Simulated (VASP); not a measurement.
# TiAl (Amm2) in VASP: further runs, part 2 of 2

VASP 6.6.1. Earlier steps stand in the parts before.

### Step 3. Single point, r2SCAN (strain -0.0150 x Voigt [0, 1, 0, 0, 0, 0])

POSCAR

```
TiAl
1.0
    2.8672622327      0.0000000000      0.0000000000
   -1.4336311163      2.4458751038      0.0000000000
    0.0000000000      0.0000000000      4.6780830000
Ti Al
1 1
Direct
    0.0000000000      0.0000000000      0.0000000000
    0.3333333333      0.6666666667      0.5000000000
```

INCAR.step1

```
PREC = Accurate ; ENCUT = 520
ISMEAR = 0 ; SIGMA = 0.15
LREAL = False ; LASPH = True
NELM = 80 ; NBANDS = 14
GGA = PE ; ALGO = Normal
EDIFF = 1E-4 ; LWAVE = True
LCHARG = False
```

INCAR.step2

```
PREC = Accurate ; ENCUT = 520
EDIFF = 1E-6 ; ISMEAR = 0
SIGMA = 0.15 ; LREAL = False
LASPH = True ; NELM = 80
ALGO = Normal ; ISIF = 2
LWAVE = False ; LCHARG = False
METAGGA = R2SCAN ; LMIXTAU = True
NBANDS = 14 ; ISTART = 1
```

KPOINTS

```
Automatic mesh
0
Gamma
  18 18 10
```

Potentials or basis: VASP PAW PBE potentials, release 64 (Ti_sv, Al).

Run with:

```sh
> cat potpaw_PBE.64/Ti_sv/POTCAR potpaw_PBE.64/Al/POTCAR > POTCAR
> cp INCAR.step1 INCAR
> mpirun -np 1 vasp_std > vasp.out
> cp INCAR.step2 INCAR
> mpirun -np 1 vasp_std > vasp.out
```

Run time: 9.1 min. Hardware: 1 thread of Intel Xeon 8259CL, shared host; peak memory 0.38 GiB.

The run converged. Its results:

| Property | Result |
| --- | --- |
| Free energy | -20.2441 eV |
| Pressure | 0.6 GPa |
| Largest force | 0.054 eV/Å |
| Band gap on the k mesh | zero (an odd number of electrons rules out a gap without spin polarisation) |

Forces in eV/Å, atoms in the order of the input:
```
Ti   0.000 -0.054  0.000
Al   0.000  0.054  0.000
```

Stress tensor (GPa, compression positive):
```
 0.80  0.00  0.00
 0.00  2.29  0.00
 0.00  0.00 -1.22
```

Levels at points of the mesh, in eV from the Fermi level:
```
           k point  band 6  band 7  band 8  band 9  band 10  band 11
(0.00, 0.00, 0.00)   -2.48   -2.17    1.35    1.56     3.12     3.17
(0.50, 0.00, 0.00)   -3.03   -1.60   -1.05    2.46     4.25     4.27
(0.00, 0.50, 0.00)   -2.87   -1.56   -1.04    2.36     4.32     4.34
(0.00, 0.00, 0.50)   -5.69   -0.49    1.37    1.57     3.04     3.09
(0.50, 0.00, 0.50)   -2.63   -1.94    0.40    1.04     2.27     3.23
(0.00, 0.50, 0.50)   -2.51   -1.94    0.55    1.10     2.14     3.29
```

Caveat: the cell differs from its parent crystal (strain -0.0150 x Voigt [0, 1, 0, 0, 0, 0]); the PAW data sets were made with another functional, which shifts forces and pressure a little.

### Step 4. Single point, r2SCAN (strain -0.0100 x Voigt [0, 1, 0, 0, 0, 0])

POSCAR: that of step 3 with these lines changed.

```diff
@@ -3,3 +3,3 @@
     2.8672622327      0.0000000000      0.0000000000
-   -1.4336311163      2.4458751038      0.0000000000
+   -1.4336311163      2.4582907135      0.0000000000
     0.0000000000      0.0000000000      4.6780830000
```

INCAR.step1

```
SYSTEM = TiAl
PREC = Accurate
ENCUT = 520
ISMEAR = 0
SIGMA = 0.15
LREAL = .FALSE.
LASPH = .TRUE.
NELM = 100
NBANDS = 14
GGA = PE
ALGO = Normal
EDIFF = 1E-4
LWAVE = .TRUE.
LCHARG = .FALSE.
```

INCAR.step2

```
SYSTEM = TiAl
PREC = Accurate
ENCUT = 520
EDIFF = 1E-7
ISMEAR = 0
SIGMA = 0.15
LREAL = .FALSE.
LASPH = .TRUE.
NELM = 100
ALGO = Normal
ISIF = 2
LWAVE = .FALSE.
LCHARG = .FALSE.
METAGGA = R2SCAN
LMIXTAU = .TRUE.
NBANDS = 14
ISTART = 1
```

KPOINTS

```
regular mesh
0
G
  18 18 10
  0 0 0
```

Potentials or basis: VASP PAW PBE potentials, release 64 (Ti_sv, Al).

Run with:

```sh
> cat potpaw_PBE.64/Ti_sv/POTCAR potpaw_PBE.64/Al/POTCAR > POTCAR
> cp INCAR.step1 INCAR
> mpirun -np 1 vasp_std > vasp.out
> cp INCAR.step2 INCAR
> mpirun -np 1 vasp_std > vasp.out
```

OUTCAR:

```text
SYSTEM = TiAl
   PREC = Accurate
   ENCUT = 520
   EDIFF = 1E-7
   ISMEAR = 0
   LREAL = .FALSE.
   LASPH = .TRUE.
   NELM = 100
   ISIF = 2
   METAGGA = R2SCAN
   ISTART = 1

 ion  position               nearest neighbor table
   1  0.000  0.000  0.000-   2 2.86   2 2.86   2 2.86   2 2.86   2 2.86   2 2.86
   2  0.333  0.667  0.500-   1 2.86   1 2.86   1 2.86   1 2.86   1 2.86   1 2.86

  Warning from LATTYP: Monoclinic adjustment (A1->A3, A2->A1, A3->A2)!
  LATTYP: Found a base centered orthorhombic cell.
 ALAT       =     2.8672622327
 B/A-ratio  =     1.7147302995
 C/A-ratio  =     1.6315504549

  Lattice vectors:

 A1 = (   1.4336311163,  -2.4582907135,   0.0000000000)
 A2 = (   1.4336311164,   2.4582907135,   0.0000000000)
 A3 = (   0.0000000000,   0.0000000000,   4.6780830000)

Analysis of symmetry for initial positions (statically):
=====================================================================
 Subroutine PRICEL returns:
 Original cell was already a primitive cell.

 Routine SETGRP: Setting up the symmetry group for a
 base centered orthorhombic supercell.

 Subroutine GETGRP returns: Found  4 space group operations
 (whereof  4 operations were pure point group operations)
 out of a pool of  8 trial point group operations.

The static configuration has the point symmetry C_2v.

Analysis of symmetry for dynamics (positions and initial velocities):
=====================================================================
 Subroutine PRICEL returns:
 Original cell was already a primitive cell.

 Routine SETGRP: Setting up the symmetry group for a
 base centered orthorhombic supercell.

 Subroutine GETGRP returns: Found  4 space group operations
 (whereof  4 operations were pure point group operations)
 out of a pool of  8 trial point group operations.

The dynamic configuration has the point symmetry C_2v.

 Subroutine INISYM returns: Found  4 space group operations
 (whereof  4 operations are pure point group operations),
 and found     1 'primitive' translations
[... 123 lines left out ...]
   IVDW    =     0    specifies the selected vdW correction
   LEPSILON=     F    determine dielectric tensor
   LRPA    =     F    only Hartree local field effects (RPA)
 non-spin polarized calculation
 Gauss-broadening in eV      SIGMA  =   0.15
  energy-cutoff  :      520.00
  volume of cell :       32.97
 maximum number of plane-waves:       902
 NGX is ok and might be reduce to    24
   NGX = 11   NGY = 11   NGZ = 17

 number of electron      15.0000001 magnetization

 Free energy of the ion-electron system (eV)
  ---------------------------------------------------
  ext. energy  EPLUGINS =         0.00000000
  ---------------------------------------------------
  free energy    TOTEN  =       -20.24600087 eV

  energy without entropy =      -20.22104589  energy(sigma->0) =      -20.23352338

 E-fermi :   7.9472     XC(G=0): -11.7921

 val. band max:        7.9465648584   @ k =   0.2778   0.1111   0.3000
 cond. band min:       7.9476352337   @ k =  -0.2778   0.0556   0.4000
 fundamental gap:      0.0010703753
 Fermi energy:         7.9472375263

 k-point     1 :       0.0000    0.0000    0.0000
  band No.  band energies     occupation
      1     -50.8857      2.00000
      2     -26.1635      2.00000
      3     -25.7209      2.00000
      4     -25.7111      2.00000
      5      -1.5687      2.00000
      6       5.4810      2.00000
      7       5.8059      2.00000
      8       9.3288      0.00000
      9       9.4660      0.00000
     10      11.0500      0.00000
     11      11.0797      0.00000
     12      12.1488      0.00000
     13      21.5955      0.00000
     14      21.8724      0.00000
[... 377 lines left out ...]
      1     -50.8322      2.00000
      2     -26.1109      2.00000
      3     -26.0387      2.00000
      4     -25.7930      2.00000
      5       0.0992      2.00000
      6       6.0986      2.00000
      7       6.8501      2.00000
      8       8.2365      0.00638
      9      10.6200      0.00000
     10      10.6693      0.00000
     11      11.4479      0.00000
     12      12.3733      0.00000
     13      14.0372      0.00000
     14      17.1747      0.00000

 [... further k-points ...]

------------------------ aborting loop because EDIFF is reached ----------------------------------------

  FORCE on cell =-STRESS in cart. coord.  units (eV):
  Direction    XX          YY          ZZ          XY          YZ          ZX
  --------------------------------------------------------------------------------------
  -------------------------------------------------------------------------------------
  Total        0.0786386      0.2835220     -0.3192641      0.0000000      0.0000000      0.0000000
  in kB        3.8210042     13.7761775    -15.5128690      0.0000000      0.0000000      0.0000000
  external PRESSURE =       0.6947709 kB  Pullay stress =       0.0000000 kB

 VOLUME and BASIS-vectors are now :
 -----------------------------------------------------------------------------
  energy-cutoff  :      520.00
  volume of cell :       32.97
      direct lattice vectors                 reciprocal lattice vectors
     2.867262233  0.000000000  0.000000000     0.348764751  0.203393357  0.000000000
    -1.433631116  2.458290713  0.000000000     0.000000000  0.406786713  0.000000000
     0.000000000  0.000000000  4.678083000     0.000000000  0.000000000  0.213762774

 POSITION                                       TOTAL-FORCE (eV/Angst)
 -----------------------------------------------------------------------------------
      0.00000      0.00000      0.00000        -0.000000     -0.035537      0.000000
     -0.00000      1.63886      2.33904         0.000000      0.035537      0.000000
 -----------------------------------------------------------------------------------
    total drift:                               -0.000000     -0.000048      0.000000

  FREE ENERGIE OF THE ION-ELECTRON SYSTEM (eV)
  ---------------------------------------------------
  free  energy   TOTEN  =       -20.2460008728 eV

  energy  without entropy=      -20.2210458873  energy(sigma->0) =      -20.23352338
```

Run time: 11 min. Hardware: 1 thread of Intel Xeon 8259CL, shared host; peak memory 0.38 GiB.

What came out:

```yaml
Free_energy: -20.2460 eV
Pressure: 0.1 GPa
Largest_force: 0.036 eV/Å
Band_gap_on_the_k_mesh: zero (an odd number of electrons rules out a gap without spin polarisation)
```

Forces in eV/Å, atoms in the order of the input:
```
Ti   0.000 -0.036  0.000
Al   0.000  0.036  0.000
```

Stress tensor (GPa, compression positive):
```
 0.38  0.00  0.00
 0.00  1.38  0.00
 0.00  0.00 -1.55
```

Caveat: the cell differs from its parent crystal (strain -0.0100 x Voigt [0, 1, 0, 0, 0, 0]); the PAW data sets were made with another functional, which shifts forces and pressure a little.

### Step 5. The runs side by side

| cell | gap on the mesh (eV) | pressure (GPa) | largest force (eV/Å) |
| --- | --- | --- | --- |
| a = 2.867, b = 2.824, c = 4.678 Å, angles 90.0, 90.0, 120.5°, 2 atoms | none | 1.2 | 0.07 |
| a = 2.867, b = 2.835, c = 4.678 Å, angles 90.0, 90.0, 120.4°, 2 atoms | none | 0.6 | 0.05 |
| a = 2.867, b = 2.846, c = 4.678 Å, angles 90.0, 90.0, 120.2°, 2 atoms | none | 0.1 | 0.04 |

Alike in all rows: task single point; level r2SCAN; potentials or basis VASP PAW PBE potentials, release 64 (Ti_sv, Al); no spin polarisation; k mesh 18 × 18 × 10; cutoff (eV) 520; smearing gaussian 0.15 eV.

Caveats: the PAW data sets were made with another functional, which shifts forces and pressure a little.

Total energies depend on the potentials used, so only differences within one code and one set of settings carry meaning.
